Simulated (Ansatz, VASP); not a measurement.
**Nb in VASP and in Ansatz**

```
CELL_PARAMETERS angstrom
4.62536 0.00000 0.00000
2.31268 4.00568 0.00000
0.00000 0.00000 28.27392
ATOMIC_POSITIONS crystal
Nb 0.66667 0.66667 0.29528
Nb 0.00000 0.00000 0.31918
Nb 0.33333 0.33333 0.34802
Nb 0.66667 0.66667 0.38542
Nb 0.00000 0.00000 0.41599
Nb 0.33333 0.33333 0.45015
Nb 0.66667 0.66667 0.48470
Nb 0.00000 0.00000 0.51530
Nb 0.33333 0.33333 0.54985
Nb 0.66667 0.66667 0.58401
Nb 0.00000 0.00000 0.61458
Nb 0.33333 0.33333 0.65198
Nb 0.66667 0.66667 0.68082
Nb 0.00000 0.00000 0.70472
```

Alike in both runs: functional PBEsol; k mesh 8 × 8 × 1; no spin polarisation.

Ansatz relaxed the structure, and its values are those at the end. VASP's run is a single point on that final structure, the one shown.

|  | VASP | Ansatz |
| --- | --- | --- |
| version | VASP 6.6.1 | Ansatz 0.2.0 |
| potentials or method | VASP PAW PBE potentials, release 64 (Nb_sv) | plane-wave PAW, scalar-relativistic |
| plane-wave cutoff (eV) | 520 | 420 |
| occupations | methfessel-paxton of order 1, width 0.1 eV | cold, width 0.1 eV |
| valence electrons in the cell | 182 | 182 |

Ansatz gave:

```
rms of the force components (eV/Å)         : 0.001
work function, face that differs most (eV) : 3.91
```

Question: Which values does VASP return?

Answer: rms of the force components (eV/Å): 0.011; work function, face that differs most (eV): 3.90.

VASP's potentials were made for PBE, not for PBEsol.
